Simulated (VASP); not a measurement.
# Al3N4 (R-3m) in VASP: a series of runs

Runs on Al3N4. Level: PBE. Tasks: single point.

Program: VASP 6.6.1. These are calculated values, not measurements. Logs are shortened: lines on timing, memory, paths and dates and some standing lists are left out, and cuts for length are marked.

## (1) The cell of the first run

The structure is trigonal, space group R-3m (No. 166). Conventional cell: a = 3.024 Å, b = 3.024 Å, c = 24.682 Å, α = 90.00°, β = 90.00°, γ = 120.00°. Within 2.7 Å of Al (site symmetry -3m) lie 6 N at 2.06 Å. Al (site symmetry 3m) has 6 N at 1.88 to 2.21 Å within 2.5 Å. Within 2.8 Å of N (site symmetry 3m) lie 3 Al at 1.88 Å and 6 N at 2.60 to 2.70 Å. N (site symmetry 3m) has 6 Al at 2.06 to 2.21 Å and 6 N at 2.70 to 2.79 Å within 2.8 Å.

## (2) Single point, PBE

File INCAR:

```
SYSTEM = Al3N4
PREC = Accurate
ENCUT = 520
EDIFF = 1E-6
ISMEAR = 0
SIGMA = 0.1
LREAL = .False.
LASPH = .True.
NELM = 80
ALGO = Normal
ISIF = 2
LWAVE = .False.
LCHARG = .False.
GGA = PE
NBANDS = 24
```

File KPOINTS:

```
Automatic mesh
0
Gamma
  6 6 6
  0 0 0
```

File POSCAR:

```
Al3N4
1.0
    1.5118084812      0.8728430336      8.2273527075
   -1.5118084812      0.8728430336      8.2273527075
    0.0000000000     -1.7456860672      8.2273527075
Al N
3 4
Direct
    0.0000000000      0.0000000000      0.0000000000
    0.5674794694      0.5674794694      0.5674794694
    0.4325205306      0.4325205306      0.4325205306
    0.8723498840      0.8723498840      0.8723498840
    0.1276501160      0.1276501160      0.1276501160
    0.7106963705      0.7106963705      0.7106963705
    0.2893036295      0.2893036295      0.2893036295
```

Potentials or basis: VASP PAW PBE potentials, release 64 (Al, N).

Started as:

```console
> cat potpaw_PBE.64/Al/POTCAR potpaw_PBE.64/N/POTCAR > POTCAR
> mpirun -np 1 vasp_std > vasp.out
```

OUTCAR:

```text
SYSTEM = Al3N4
   PREC = Accurate
   ENCUT = 520
   EDIFF = 1E-6
   ISMEAR = 0
   LREAL = .False.
   LASPH = .True.
   NELM = 80
   ISIF = 2
   GGA = PE

 ion  position               nearest neighbor table
   1  0.000  0.000  0.000-   6 2.06   6 2.06   7 2.06   7 2.06   6 2.06   7 2.06   3 3.01   2 3.01
                             3 3.01   2 3.01   3 3.01   2 3.01
   2  0.567  0.567  0.567-   4 1.88   4 1.88   4 1.88   7 2.21   7 2.21   7 2.21   1 3.01   1 3.01
                             1 3.01   3 3.33
   3  0.433  0.433  0.433-   5 1.88   5 1.88   5 1.88   6 2.21   6 2.21   6 2.21   1 3.01   1 3.01
                             1 3.01   2 3.33
   4  0.872  0.872  0.872-   2 1.88   2 1.88   2 1.88
   5  0.128  0.128  0.128-   3 1.88   3 1.88   3 1.88
   6  0.711  0.711  0.711-   1 2.06   1 2.06   1 2.06   3 2.21   3 2.21   3 2.21
   7  0.289  0.289  0.289-   1 2.06   1 2.06   1 2.06   2 2.21   2 2.21   2 2.21

  LATTYP: Found a trigonal (rhomboedric) cell.
 ALAT       =     8.4105143968
 COS(alpha) =     0.9353782919

  Lattice vectors:

 A1 = (   1.5118084812,   0.8728430336,   8.2273527075)
 A2 = (  -1.5118084812,   0.8728430336,   8.2273527075)
 A3 = (   0.0000000000,  -1.7456860672,   8.2273527075)

Analysis of symmetry for initial positions (statically):
=====================================================================
 Subroutine PRICEL returns:
 Original cell was already a primitive cell.

 Routine SETGRP: Setting up the symmetry group for a
 trigonal (rhombohedral) supercell.

 Subroutine GETGRP returns: Found 12 space group operations
 (whereof 12 operations were pure point group operations)
 out of a pool of 12 trial point group operations.

The static configuration has the point symmetry D_3d.

Analysis of symmetry for dynamics (positions and initial velocities):
=====================================================================
 Subroutine PRICEL returns:
 Original cell was already a primitive cell.

 Routine SETGRP: Setting up the symmetry group for a
 trigonal (rhombohedral) supercell.

 Subroutine GETGRP returns: Found 12 space group operations
 (whereof 12 operations were pure point group operations)
 out of a pool of 12 trial point group operations.

The dynamic configuration has the point symmetry D_3d.

 Subroutine INISYM returns: Found 12 space group operations
 (whereof 12 operations are pure point group operations),
 and found     1 'primitive' translations

----------------------------------------------------------------------------------------

                                     Primitive cell

  volume of cell :      65.1395

  direct lattice vectors                    reciprocal lattice vectors
     1.511808481  0.872843034  8.227352707     0.330729723  0.190946895  0.040515260
    -1.511808481  0.872843034  8.227352707    -0.330729723  0.190946895  0.040515260
     0.000000000 -1.745686067  8.227352707     0.000000000 -0.381893789  0.040515260

  length of vectors
     8.410514397  8.410514397  8.410514397     0.384036915  0.384036915  0.384036915

  position of ions in fractional coordinates (direct lattice)
     0.000000000  0.000000000  0.000000000
     0.567479469  0.567479469  0.567479469
     0.432520531  0.432520531  0.432520531
     0.872349884  0.872349884  0.872349884
     0.127650116  0.127650116  0.127650116
     0.710696371  0.710696371  0.710696371
     0.289303629  0.289303629  0.289303629

  ion indices of the primitive-cell ions
   primitive index   ion index
                 1           1
                 2           2
                 3           3
                 4           4
                 5           5
                 6           6
                 7           7

----------------------------------------------------------------------------------------

 KPOINTS: Automatic mesh

Automatic generation of k-mesh.
 Grid dimensions read from file:
 generate k-points for:    6    6    6

 Generating k-lattice:

  Cartesian coordinates                     Fractional coordinates (reciprocal lattice)
     0.055121620  0.031824482  0.006752543     0.166666667  0.000000000  0.000000000
    -0.055121620  0.031824482  0.006752543     0.000000000  0.166666667  0.000000000
     0.000000000 -0.063648965  0.006752543     0.000000000  0.000000000  0.166666667

  Length of vectors
     0.064006153  0.064006153  0.064006153

  Shift w.r.t. Gamma in fractional coordinates (k-lattice)
     0.000000000  0.000000000  0.000000000

 Subroutine IBZKPT returns following result:
 ===========================================

 Found     32 irreducible k-points:

 Following reciprocal coordinates:
            Coordinates               Weight
  0.000000  0.000000  0.000000      1.000000
  0.166667 -0.000000  0.000000      6.000000
  0.333333  0.000000 -0.000000      6.000000
  0.500000 -0.000000 -0.000000      3.000000
  0.166667  0.166667  0.000000      6.000000
  0.333333  0.166667 -0.000000     12.000000
[... 16 lines left out ...]
  0.500000  0.500000  0.166667      6.000000
 -0.333333  0.500000  0.166667     12.000000
 [... further k-points ...]
   k-points           NKPTS =     32   k-points in BZ     NKDIM =     32   number of bands    NBANDS=     24
   number of dos      NEDOS =    301   number of ions     NIONS =      7
   total plane-waves  NPLWV = 262144
   dimension x,y,z NGX =    64 NGY =   64 NGZ =   64
   dimension x,y,z NGXF=   128 NGYF=  128 NGZF=  128
   ions per type =               3   4
   NGX,Y,Z   is equivalent  to a cutoff of  12.65, 12.65, 12.65 a.u.
   NGXF,Y,Z  is equivalent  to a cutoff of  25.30, 25.30, 25.30 a.u.
 SYSTEM =  Al3N4
   PREC   = accura    normal or accurate (medium, high low for compatibility)
   ISTART =      0    job   : 0-new  1-cont  2-samecut
   ICHARG =      2    charge: 1-file 2-atom 10-const
   ISPIN  =      1    spin polarized calculation?
   LNONCOLLINEAR =      F non collinear calculations
   LSORBIT =      F    spin-orbit coupling
   LASPH  =      T    aspherical Exc in radial PAW
   ENCUT  =  520.0 eV  38.22 Ry    6.18 a.u.  15.64 15.64 15.64*2*pi/ulx,y,z
   NELM   =     80;   NELMIN=  2; NELMDL= -5     # of ELM steps
   EDIFF  = 0.1E-05   stopping-criterion for ELM
   LREAL  =      F    real-space projection
[... 7 lines left out ...]
   TEBEG  =    0.0;   TEEND  =   0.0 temperature during run
   PSTRESS=    0.0 pullay stress
   NELECT =      29.0000    total number of electrons
   NUPDOWN=      -1.0000    fix difference up-down
   EMIN   =  10.00;   EMAX   =-10.00  energy-range for DOS
   EFERMI =   0.00;   METHOD = LEGACY
   ISMEAR =     0;   SIGMA  =   0.10  broadening in eV -4-tet -1-fermi 0-gaus
   EFERMI_NEDOS =   21; number of points for ismear=-14 and -15
   IALGO  =     38    algorithm
   IMIX   =      4    mixing-type and parameters
     AMIX     =   0.40;   BMIX     =  1.00
     AMIX_MAG =   1.60;   BMIX_MAG =  1.00
  volume/ion in A,a.u.               =       9.31        62.80
  Fermi-wavevector in a.u.,A,eV,Ry     =   1.250046  2.362245 21.260675  1.562616
  Thomas-Fermi vector in A             =   2.384059
   LORBIT       =      0    0 simple, 1 ext, 2 COOP (PROOUT), +10 PAW based schemes
   GGA     = PE    functional components
   LHFCALC =     F    Hartree Fock is set to
   AEXX    =    0.0000 exact exchange contribution
   IVDW    =     0    specifies the selected vdW correction
   LEPSILON=     F    determine dielectric tensor
   LRPA    =     F    only Hartree local field effects (RPA)
 non-spin polarized calculation
 Gauss-broadening in eV      SIGMA  =   0.10
  energy-cutoff  :      520.00
  volume of cell :       65.14
 maximum number of plane-waves:      1789
 NGX is ok and might be reduce to    64
   NGX = 31   NGY = 31   NGZ = 31

 number of electron      29.0000000 magnetization

 Free energy of the ion-electron system (eV)
  ---------------------------------------------------
  ext. energy  EPLUGINS =         0.00000000
  ---------------------------------------------------
  free energy    TOTEN  =       -46.13491867 eV

  energy without entropy =      -46.11184982  energy(sigma->0) =      -46.12338425

 E-fermi :   7.2401     XC(G=0): -11.5904

 val. band max:        7.2388926090   @ k =   0.3333   0.1667   0.1667
 cond. band min:       7.2883429015   @ k =  -0.3333   0.3333   0.1667
 fundamental gap:      0.0494502924
 Fermi energy:         7.2401351722

 k-point     1 :       0.0000    0.0000    0.0000
  band No.  band energies     occupation
      1      -9.4259      2.00000
      2      -8.0799      2.00000
      3      -7.4592      2.00000
      4      -5.2776      2.00000
      5       1.2121      2.00000
      6       4.9755      2.00000
[... 16 lines left out ...]
     23      19.0641      0.00000
     24      19.0641      0.00000

 k-point     2 :       0.1667   -0.0000    0.0000
  band No.  band energies     occupation
      1      -9.0006      2.00000
      2      -7.7489      2.00000
      3      -7.0987      2.00000
      4      -5.1819      2.00000
      5       1.6300      2.00000
      6       3.7585      2.00000
[... 16 lines left out ...]
     23      18.0303      0.00000
     24      18.4516      0.00000

 k-point     3 :       0.3333    0.0000   -0.0000
  band No.  band energies     occupation
      1      -7.8434      2.00000
      2      -6.9191      2.00000
      3      -6.2468      2.00000
      4      -5.1845      2.00000
      5       1.1777      2.00000
      6       1.9513      2.00000
[... 16 lines left out ...]
     23      18.6140      0.00000
     24      19.2765      0.00000

 k-point     4 :       0.5000   -0.0000   -0.0000
  band No.  band energies     occupation
      1      -6.6435      2.00000
      2      -6.5084      2.00000
      3      -5.6930      2.00000
      4      -5.6371      2.00000
      5      -0.0130      2.00000
      6       1.1004      2.00000
[... 16 lines left out ...]
     23      19.2733      0.00000
     24      19.5589      0.00000

 k-point     5 :       0.1667    0.1667    0.0000
  band No.  band energies     occupation
      1      -8.9896      2.00000
      2      -7.8226      2.00000
      3      -7.0084      2.00000
      4      -5.2153      2.00000
      5       1.6561      2.00000
      6       3.4626      2.00000
[... 16 lines left out ...]
     23      18.0660      0.00000
     24      18.4206      0.00000

 k-point     6 :       0.3333    0.1667   -0.0000
  band No.  band energies     occupation
      1      -8.1858      2.00000
      2      -7.2509      2.00000
      3      -6.3733      2.00000
      4      -5.1599      2.00000
      5       2.0390      2.00000
      6       2.3277      2.00000
[... 16 lines left out ...]
     23      17.6887      0.00000
     24      18.6448      0.00000
[... 379 lines left out ...]
 k-point    21 :      -0.3333    0.3333    0.1667
  band No.  band energies     occupation
      1      -6.8305      2.00000
      2      -6.5428      2.00000
      3      -5.5655      2.00000
      4      -5.5509      2.00000
      5       0.7233      2.00000
      6       1.5108      2.00000
[... 16 lines left out ...]
     23      18.5350      0.00000
     24      18.5937      0.00000

 k-point    22 :      -0.1667    0.3333    0.1667
  band No.  band energies     occupation
      1      -6.9362      2.00000
      2      -6.2437      2.00000
      3      -5.9578      2.00000
      4      -5.3556      2.00000
      5       0.6137      2.00000
      6       1.6351      2.00000
[... 16 lines left out ...]
     23      18.3495      0.00000
     24      19.0421      0.00000

 k-point    23 :       0.5000    0.5000    0.1667
  band No.  band energies     occupation
      1      -7.7343      2.00000
      2      -7.2392      2.00000
      3      -5.8371      2.00000
      4      -5.3767      2.00000
      5       1.1168      2.00000
      6       1.7314      2.00000
[... 16 lines left out ...]
     23      18.1195      0.00000
     24      19.3034      0.00000

 k-point    24 :      -0.3333    0.5000    0.1667
  band No.  band energies     occupation
      1      -6.8400      2.00000
      2      -6.5176      2.00000
      3      -5.6896      2.00000
      4      -5.4426      2.00000
      5       0.7386      2.00000
      6       1.5442      2.00000
[... 16 lines left out ...]
     23      18.5182      0.00000
     24      18.8832      0.00000

 [... further k-points ...]
[... 5 lines left out ...]
  --------------------------------------------------------------------------------------
  -------------------------------------------------------------------------------------
  Total       -0.1095815     -0.1095815     -0.0610507      0.0000000      0.0000000     -0.0000000
  in kB       -2.6952779     -2.6952779     -1.5016101      0.0000000      0.0000000     -0.0000000
  external PRESSURE =      -2.2973886 kB  Pullay stress =       0.0000000 kB

 VOLUME and BASIS-vectors are now :
 -----------------------------------------------------------------------------
  energy-cutoff  :      520.00
  volume of cell :       65.14
      direct lattice vectors                 reciprocal lattice vectors
     1.511808481  0.872843034  8.227352707     0.330729723  0.190946895  0.040515260
    -1.511808481  0.872843034  8.227352707    -0.330729723  0.190946895  0.040515260
     0.000000000 -1.745686067  8.227352707     0.000000000 -0.381893789  0.040515260

 POSITION                                       TOTAL-FORCE (eV/Angst)
 -----------------------------------------------------------------------------------
      0.00000      0.00000      0.00000        -0.000000     -0.000000     -0.000000
      0.00000      0.00000     14.00656         0.000000     -0.000000     -0.012629
      0.00000      0.00000     10.67550         0.000000     -0.000000      0.012629
      0.00000      0.00000     21.53139         0.000000     -0.000000      0.010061
      0.00000      0.00000      3.15067         0.000000     -0.000000     -0.010061
      0.00000      0.00000     17.54145         0.000000     -0.000000      0.000833
      0.00000      0.00000      7.14061         0.000000      0.000000     -0.000833
 -----------------------------------------------------------------------------------
    total drift:                               -0.000000     -0.000000      0.000000

  FREE ENERGIE OF THE ION-ELECTRON SYSTEM (eV)
  ---------------------------------------------------
  free  energy   TOTEN  =       -46.1349186748 eV

  energy  without entropy=      -46.1118498173  energy(sigma->0) =      -46.12338425
```

Run time: 4.8 min. Hardware: 1 thread of Intel Xeon Platinum 8488C (Sapphire Rapids), shared host; peak memory 0.51 GiB.

Results:

- Free energy: -46.1349 eV
- Pressure: -0.2 GPa
- Largest force: 0.013 eV/Å
- Band gap on the k mesh: zero (an odd number of electrons rules out a gap without spin polarisation)

Forces in eV/Å, atoms in the order of the input:
```
Al   0.000  0.000  0.000
Al   0.000  0.000 -0.013
Al   0.000  0.000  0.013
N    0.000  0.000  0.010
N    0.000  0.000 -0.010
N    0.000  0.000  0.001
N    0.000  0.000 -0.001
```

Stress tensor (GPa, compression positive):
```
-0.27  0.00  0.00
 0.00 -0.27  0.00
 0.00  0.00 -0.15
```

Caveat: the k points lie up to 0.40 Å⁻¹ apart, too coarse for converged energies and pressures of a metal; an odd number of electrons without spin polarisation forces a metal; a magnetic or distorted state may lie lower.

(Part 1 of 2 ends here.)

The gap in the log of VASP goes by the Fermi energy; the results here count the filled bands.